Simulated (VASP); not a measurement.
Here is a VASP 6.6.1 calculation.

The input INCAR:

```
PREC = Accurate
ENCUT = 520
EDIFF = 1E-6
ISMEAR = 0
SIGMA = 0.1
LREAL = F
LASPH = T
NELM = 60
ALGO = Normal
ISIF = 2
LWAVE = F
LCHARG = F
GGA = PE
NBANDS = 22
```

KPOINTS

```
Automatic mesh
0
Gamma
  4 4 4
```

The input POSCAR:

```
B2SbP3
1.0
    5.3973280541      0.0000000000      0.0000000000
    0.0000000000      5.3973280541      0.0000000000
    0.0000000000      0.0000000000      3.6478270161
B Sb P
2 1 3
Direct
    0.0000000000      0.5000000000      0.0000000000
    0.5000000000      0.0000000000      0.0000000000
    0.0000000000      0.0000000000      0.5000000000
    0.0000000000      0.5000000000      0.5000000000
    0.5000000000      0.0000000000      0.5000000000
    0.5000000000      0.5000000000      0.5000000000
```

Potentials or basis: VASP PAW PBE potentials, release 64 (B, Sb, P).

Launch:

```bash
$ cat potpaw_PBE.64/B/POTCAR potpaw_PBE.64/Sb/POTCAR potpaw_PBE.64/P/POTCAR > POTCAR
$ mpirun -np 1 vasp_std > vasp.out
```

(1) What does it give for the pressure?

(2) Predict the band gap on the k mesh.

## Answers

(1) -0.1 GPa.

(2) zero (bands 13 and 14 overlap by 2.26 eV).

Caveat: the k points lie up to 0.43 Å⁻¹ apart, too coarse for converged energies and pressures of a metal; spin-orbit coupling is left out, which moves the levels of the heavy elements.
